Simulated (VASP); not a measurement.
# N (Pm-3m) in VASP: a series of runs, part 2 of 2

VASP 6.6.1.

### Step 4. Single point, PBE

This run uses another cell than the first one, of 6.87 Å³/atom.

INCAR

```
  PREC = Accurate
  ENCUT = 520
  EDIFF = 1E-6
  ISMEAR = -1
  SIGMA = 0.06122561905347299
  LREAL = F
  LASPH = T
  NELM = 100
  ALGO = Normal
  ISIF = 2
  LWAVE = F
  LCHARG = T
  GGA = PE
  LELF = T
  LVHAR = T
  NBANDS = 8
```

KPOINTS

```
Automatic mesh
0
Gamma
  58 58 58
```

POSCAR

```
N
1.0
    1.9013903213      0.0000000000      0.0000000000
    0.0000000000      1.9013903213      0.0000000000
    0.0000000000      0.0000000000      1.9013903213
N
1
Direct
    0.0000000000      0.0000000000      0.0000000000
```

Potentials or basis: VASP PAW PBE potentials, release 64 (N).

On the command line:

```console
> cat potpaw_PBE.64/N/POTCAR > POTCAR
> mpirun -np 1 vasp_std > vasp.out
```

OUTCAR:

```text
PREC = Accurate
   ENCUT = 520
   EDIFF = 1E-6
   ISMEAR = -1
   LREAL = F
   LASPH = T
   NELM = 100
   ISIF = 2
   GGA = PE

 ion  position               nearest neighbor table
   1  0.000  0.000  0.000-

  LATTYP: Found a simple cubic cell.
 ALAT       =     1.9013903213

  Lattice vectors:

 A1 = (   1.9013903213,   0.0000000000,   0.0000000000)
 A2 = (   0.0000000000,   1.9013903213,   0.0000000000)
 A3 = (   0.0000000000,   0.0000000000,   1.9013903213)

Analysis of symmetry for initial positions (statically):
=====================================================================
 Subroutine PRICEL returns:
 Original cell was already a primitive cell.

 Routine SETGRP: Setting up the symmetry group for a
 simple cubic supercell.

 Subroutine GETGRP returns: Found 48 space group operations
 (whereof 48 operations were pure point group operations)
 out of a pool of 48 trial point group operations.

The static configuration has the point symmetry O_h .

Analysis of symmetry for dynamics (positions and initial velocities):
=====================================================================
 Subroutine PRICEL returns:
[... 151 lines left out ...]

  energy without entropy =       -5.06617386  energy(sigma->0) =       -5.06826046

 E-fermi :   6.6974     XC(G=0): -12.8974

 val. band max:        6.6968996553   @ k =   0.3793   0.2414   0.0345
 cond. band min:       6.6976678412   @ k =   0.4828   0.2586   0.0690
 fundamental gap:      0.0007681859
 Fermi energy:         6.6973668633

 k-point     1 :       0.0000    0.0000    0.0000
  band No.  band energies     occupation
      1     -14.9991      2.00000
      2      10.5808      0.00000
      3      10.5808      0.00000
      4      10.5808      0.00000
      5      28.0970      0.00000
      6      32.0293      0.00000
      7      32.0293      0.00000
      8      54.7829      0.00000
[... 243 lines left out ...]
 k-point    24 :       0.3966    0.0000    0.0000
  band No.  band energies     occupation
      1     -10.3860      2.00000
      2      -1.5900      2.00000
      3      12.1177      0.00000
      4      12.1177      0.00000
      5      30.3281      0.00000
      6      37.2644      0.00000
      7      37.8555      0.00000
      8      44.9711      0.00000

 [... further k-points ...]
[... 5 lines left out ...]
  --------------------------------------------------------------------------------------
  -------------------------------------------------------------------------------------
  Total       -0.4631638     -0.4631638     -0.4631638      0.0000000     -0.0000000      0.0000000
  in kB     -107.9521715   -107.9521715   -107.9521715      0.0000000     -0.0000000      0.0000000
  external PRESSURE =    -107.9521715 kB  Pullay stress =       0.0000000 kB

 VOLUME and BASIS-vectors are now :
 -----------------------------------------------------------------------------
  energy-cutoff  :      520.00
  volume of cell :        6.87
      direct lattice vectors                 reciprocal lattice vectors
     1.901390321  0.000000000  0.000000000     0.525930941  0.000000000  0.000000000
     0.000000000  1.901390321  0.000000000     0.000000000  0.525930941  0.000000000
     0.000000000  0.000000000  1.901390321     0.000000000  0.000000000  0.525930941

 POSITION                                       TOTAL-FORCE (eV/Angst)
 -----------------------------------------------------------------------------------
      0.00000      0.00000      0.00000         0.000000      0.000000      0.000000
 -----------------------------------------------------------------------------------
    total drift:                                0.000000      0.000000     -0.000000

  FREE ENERGIE OF THE ION-ELECTRON SYSTEM (eV)
  ---------------------------------------------------
  free  energy   TOTEN  =        -5.0703470495 eV

  energy  without entropy=       -5.0661738613  energy(sigma->0) =       -5.06826046
```

OSZICAR:

```text
N       E                     dE             d eps       ncg     rms          rms(c)
DAV:   1    -0.481923110470E+00   -0.48192E+00   -0.26702E+03 88408   0.545E+02
DAV:   2    -0.504294127575E+01   -0.45610E+01   -0.43297E+01103520   0.717E+01
DAV:   3    -0.505845633696E+01   -0.15515E-01   -0.15494E-01 98824   0.382E+00
DAV:   4    -0.505845984020E+01   -0.35032E-05   -0.35026E-05118408   0.540E-02
DAV:   5    -0.505845984061E+01   -0.41132E-09   -0.31055E-09 97520   0.317E-04    0.148E+00
DAV:   6    -0.506482657660E+01   -0.63667E-02   -0.97501E-04 89248   0.292E-01    0.903E-01
DAV:   7    -0.507029530082E+01   -0.54687E-02   -0.34877E-03 83656   0.530E-01    0.576E-02
DAV:   8    -0.507034046711E+01   -0.45166E-04   -0.31157E-05100312   0.520E-02    0.320E-02
DAV:   9    -0.507034695226E+01   -0.64852E-05   -0.78502E-06 85240   0.242E-02    0.163E-03
DAV:  10    -0.507034704953E+01   -0.97271E-07   -0.95615E-08 81088   0.288E-03
   1 F= -.50703470E+01 E0= -.50682605E+01  d E =-.417319E-02
```

stdout:

```text
POSCAR found type information on POSCAR N
 POSCAR found :  1 types and       1 ions
 scaLAPACK will be used
 LDA part: xc-table for (Slater+PW92), standard interpolation
 POSCAR, INCAR and KPOINTS ok, starting setup
 FFT: planning ... GRIDC
 FFT: planning ... GRID_SOFT
 FFT: planning ... GRID
 WAVECAR not read
 entering main loop
```

Run time: 86 s. Hardware: 1 thread of AMD EPYC 9R45 (Zen 5), shared host; peak memory 0.28 GiB.

What came out:

* Free energy: -5.0703 eV
* Pressure: -10.8 GPa
* Band gap on the k mesh: zero (an odd number of electrons rules out a gap without spin polarisation)

Levels at points of the mesh, in eV from the Fermi level:
```tsv
k point	band 1	band 2	band 3	band 4	band 5	band 6	band 7
(0.00, 0.00, 0.00)	-21.70	3.88	3.88	3.88	21.40	25.33	25.33
(0.50, 0.00, 0.00)	-15.83	-10.12	5.62	5.62	23.96	30.96	31.82
(0.50, 0.50, 0.00)	-10.30	-6.12	-6.12	7.03	10.65	34.68	34.68
(0.50, 0.50, 0.50)	-4.95	-3.02	-3.02	-3.02	18.59	18.59	18.59
```

Caveat: the cell stands under tension; an odd number of electrons without spin polarisation forces a metal; a magnetic or distorted state may lie lower.

### Step 5. Overview

| cell | gap on the mesh (eV) | pressure (GPa) |
| --- | --- | --- |
| a = 1.877 Å, 1 atom | none | -4.0 |
| a = 1.889 Å, 1 atom | none | -7.5 |
| a = 1.901 Å, 1 atom | none | -10.8 |

Alike in all rows: task single point; level PBE; potentials or basis VASP PAW PBE potentials, release 64 (N); no spin polarisation; k mesh 58 × 58 × 58; cutoff (eV) 520; smearing fermi-dirac 0.0612256 eV.

Caveats: the cell stands under tension; an odd number of electrons without spin polarisation forces a metal; a magnetic or distorted state may lie lower.

Absolute energies hang on the potentials; compare differences alone.
